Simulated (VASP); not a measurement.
Here is a VASP 6.6.1 calculation.

POSCAR

```
BN
1.0
    1.2511217832      0.7367822083      3.3729344033
   -1.2511217832      0.7367822083      3.3729344033
    0.0000000000     -1.4735644166      3.3729344033
B N
1 1
Direct
    0.9996712000      0.9996712000      0.9996712000
    0.3327618000      0.3327618000      0.3327618000
```

Contents of INCAR.step1:

```
ALGO = Normal ; EDIFF = 1E-4
ENCUT = 520 ; GGA = PE
ISMEAR = 0 ; LASPH = True
LCHARG = False ; LREAL = False
LWAVE = True ; NBANDS = 11
NELM = 100 ; PREC = Accurate
SIGMA = 0.05
```

The input INCAR.step2:

```
ALGO = Normal ; EDIFF = 1E-7
ENCUT = 520 ; ISIF = 2
ISMEAR = 0 ; ISTART = 1
LASPH = True ; LCHARG = False
LMIXTAU = True ; LREAL = False
LWAVE = False ; METAGGA = R2SCAN
NBANDS = 11 ; NELM = 100
PREC = Accurate ; SIGMA = 0.05
```

File KPOINTS:

```
k-points
0
Gamma
  12 12 12
```

Potentials or basis: VASP PAW PBE potentials, release 64 (B, N).

Command:

```console
$ cat potpaw_PBE.64/B/POTCAR potpaw_PBE.64/N/POTCAR > POTCAR
$ cp INCAR.step1 INCAR
$ mpirun -np 1 vasp_std > vasp.out
$ cp INCAR.step2 INCAR
$ mpirun -np 1 vasp_std > vasp.out
```

(1) Estimate the largest force.

(2) Predict the pressure.

Results:

(1) 0.179 eV/Å.

(2) -6.8 GPa.

Caveat: the cell differs from its parent crystal (strain +0.0200 x Voigt [0, 1, 0, 0, 0, 0]); the stress differs along the axes, from -17 to 0 GPa; the PAW data sets were made with another functional, which shifts forces and pressure a little.
